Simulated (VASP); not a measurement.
Write the native input for VASP 6.6.1 that does the following.

```yaml
Task: single point
Functional: PBE
Potentials_or_basis: VASP PAW PBE potentials, release 64 (Zr_sv, N)
Cutoff: 600 eV
k_mesh: 16 × 16 × 16
Occupations: fermi-dirac, width 0.15 eV
Spin: no spin polarisation
Dipole_correction: no
Further_INCAR_settings: ALGO = Normal; EDIFF = 1e-06; NBANDS = 16
```

The structure of ZrN lies in POSCAR:

```
ZrN
1.0
    0.0000000000      2.2722112095      2.2722112095
    2.2722112095      0.0000000000      2.2722112095
    2.2722112095      2.2722112095      0.0000000000
Zr N
1 1
Direct
    0.0000000000      0.0000000000      0.0000000000
    0.5000000000      0.5000000000      0.5000000000
```

One way to write it, as run:

INCAR

```
SYSTEM = ZrN
ALGO = Normal ; EDIFF = 1E-6
ENCUT = 600 ; GGA = PE
GGA_COMPAT = .FALSE. ; ISIF = 2
ISMEAR = -1 ; LASPH = .TRUE.
LCHARG = .TRUE. ; LELF = .TRUE.
LREAL = .FALSE. ; LVHAR = .TRUE.
LWAVE = .FALSE. ; NBANDS = 16
NELM = 120 ; PREC = Accurate
SIGMA = 0.15
```

KPOINTS

```
k-points
0
G
  16 16 16
  0 0 0
```

Potentials or basis: VASP PAW PBE potentials, release 64 (Zr_sv, N).

Launch:

```bash
$ cat potpaw_PBE.64/Zr_sv/POTCAR potpaw_PBE.64/N/POTCAR > POTCAR
$ mpirun -np 1 vasp_std > vasp.out
```

Results of the run:

```json
{"Pressure": "9.2 GPa"}
```

Wall time 71 s on 1 thread of Intel(R) Xeon(R) Platinum 8488C (Sapphire Rapids), on a shared host, peak memory 0.19 GiB.
